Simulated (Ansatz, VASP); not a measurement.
## Two plane-wave programs on SnO2

INCAR

```
ALGO = Normal ; EDIFF = 1E-6
ENCUT = 520 ; GGA = PE
ISIF = 2 ; ISMEAR = 0
IVDW = 12 ; LASPH = True
LCHARG = False ; LREAL = False
LWAVE = False ; NBANDS = 35
NELM = 60 ; PREC = Accurate
SIGMA = 0.05
```

Contents of KPOINTS:

```
k-points
0
Gamma
  12 12 4
```

Contents of POSCAR:

```
SnO2
1.0
    3.0627193022      0.0000000000      0.0000000000
   -1.5313596511      2.6523927204      0.0000000000
    0.0000000000      0.0000000000     10.6778645752
Sn O
2 4
Direct
    0.0000000000      0.0000000000      0.5000000000
    0.0000000000      0.0000000000      0.0000000000
    0.6666666667      0.3333333333      0.4017901367
    0.6666666667      0.3333333333      0.0982098633
    0.3333333333      0.6666666667      0.5982098633
    0.3333333333      0.6666666667      0.9017901367
```

Input for Ansatz:

```yaml
crystal:
  lattice:
    - [3.0627193022, 0.0, 0.0]
    - [-1.5313596511, 2.6523927204, 0.0]
    - [0.0, 0.0, 10.6778645752]
  atoms:
    - { symbol: Sn, position: [0.0, 0.0, 0.5] }
    - { symbol: Sn, position: [0.0, 0.0, 0.0] }
    - { symbol: O, position: [0.6666666667, 0.3333333333, 0.4017901367] }
    - { symbol: O, position: [0.6666666667, 0.3333333333, 0.0982098633] }
    - { symbol: O, position: [0.3333333333, 0.6666666667, 0.5982098633] }
    - { symbol: O, position: [0.3333333333, 0.6666666667, 0.9017901367] }
basis:
  ecutwfc: 520.0
kpoints:
  mp_grid: { grid: [12, 12, 4] }
hamiltonian:
  xc: pbe
  dispersion: d3bj
scf:
  occupations: { method: gaussian, width: 0.05 }
output:
  forces: true
  stress: true
  eigenvalues: true
```

Alike in both runs: task single point; functional PBE; dispersion D3(BJ); k mesh 12 × 12 × 4; occupations gaussian, width 0.05 eV; no spin polarisation.

|  | VASP | Ansatz |
| --- | --- | --- |
| version | VASP 6.6.1 | Ansatz 0.2.0 |
| potentials or method | VASP PAW PBE potentials, release 64 (Sn_d, O), cutoff 520 eV | scalar-relativistic, plane waves, PAW |
| valence electrons in the cell | 52 | 52 |

```csv
,VASP,Ansatz,Ansatz less VASP
gap on the k mesh at the Fermi level (eV),3.03,3.06,+0.028
least direct gap on the mesh (eV),3.52,3.55,+0.022
pressure (GPa),16.0,15.3,-0.73
"traceless stress, the component that is largest in VASP (GPa)",-11.68,-11.30,+0.378
rms of the force components (eV/Å),0.325,0.290,-0.0346
```

Atom by atom the forces differ by 0.035 eV/Å (rms over components).
